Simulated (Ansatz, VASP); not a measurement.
## Two plane-wave programs on MgB2

```
CELL_PARAMETERS angstrom
3.07141 0.00000 0.00000
-1.53570 2.65992 0.00000
0.00000 0.00000 3.50146
ATOMIC_POSITIONS crystal
Mg 0.00000 0.00000 0.00000
B 0.33333 0.66667 0.50000
B 0.66667 0.33333 0.50000
```

Alike in both runs: task single point; functional r2SCAN; k mesh 12 × 12 × 8; occupations fermi-dirac, width 0.02 eV; no spin polarisation.

|  | VASP | Ansatz |
| --- | --- | --- |
| version | VASP 6.6.1 | Ansatz 0.2.0 |
| potentials or method | VASP PAW PBE potentials, release 64 (Mg, B) | plane waves, PAW |
| plane-wave cutoff (eV) | 520 | 500 |
| valence electrons in the cell | 8 | 16 |

```csv
,VASP,Ansatz,Ansatz less VASP
pressure (GPa),-0.4,0.0,+0.41
"traceless stress, the component that is largest in VASP (GPa)",0.01,0.32,+0.308
```

VASP's potentials were made for PBE, not for r2SCAN. VASP's potentials hold 8 valence electrons a cell and Ansatz's 16, so a difference there can come from the potentials and not from the codes.
